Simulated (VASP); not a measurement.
Crystal: Be2Te.

```
CELL_PARAMETERS angstrom
3.52500 0.00000 0.00000
-1.76250 3.05274 0.00000
0.00000 0.00000 4.84263
ATOMIC_POSITIONS crystal
Be 0.33333 0.66667 0.70018
Be 0.66667 0.33333 0.29982
Te 0.00000 0.00000 0.00000
```

* Program: VASP 6.6.1
* Task: relaxation of cell and atoms
* Functional: PBE
* Potentials or basis: VASP PAW PBE potentials, release 64 (Be, Te)
* Cutoff: 600 eV
* k mesh: 6 × 6 × 4
* Occupations: gaussian, width 0.1 eV
* Spin: no spin polarisation

At the start: pressure 2.7 GPa; volume 17.37 Å³/atom.

**Question.** Where does the relaxation end?

**Answer.** Over 12 steps the energy falls by 138.5 meV/atom and the volume is 16.03 Å³/atom (-7.7 %); space group P-3m1 (No. 164, to 0.1 Å) before and after.

Step by step:
```tsv
step	energy change (eV)	largest force (eV/Å)	pressure (GPa)	volume (Å³)
1	0.0000	0.8225	2.70	52.11
2	-0.1510	0.4896	-1.40	54.29
3	-0.1727	0.3462	-3.21	55.48
4	-0.2420	0.4142	-1.76	53.05
5	-0.3097	0.6537	5.11	45.99
6	-0.3184	0.5668	3.12	47.73
7	-0.3611	0.4704	2.39	47.40
8	-0.3688	0.2251	2.48	46.31
9	-0.3858	0.2583	2.26	46.72
10	-0.4135	0.0812	0.14	47.94
11	-0.4148	0.0346	-0.40	48.30
12	-0.4154	0.0248	-0.11	48.08
```

Final structure:
```xyz
3
Lattice="3.7030 0.0000 0.0000 -1.8515 3.2069 0.0000 0.0000 0.0000 4.0485" Properties=species:S:1:pos:R:3 pbc="T T T"
Be    0.0000    2.1379    2.5417
Be    1.8515    1.0690    1.5069
Te    0.0000    0.0000    0.0000
```

Caveat: a cell axis changed by over 15 % at a fixed basis, so the end point is rough.
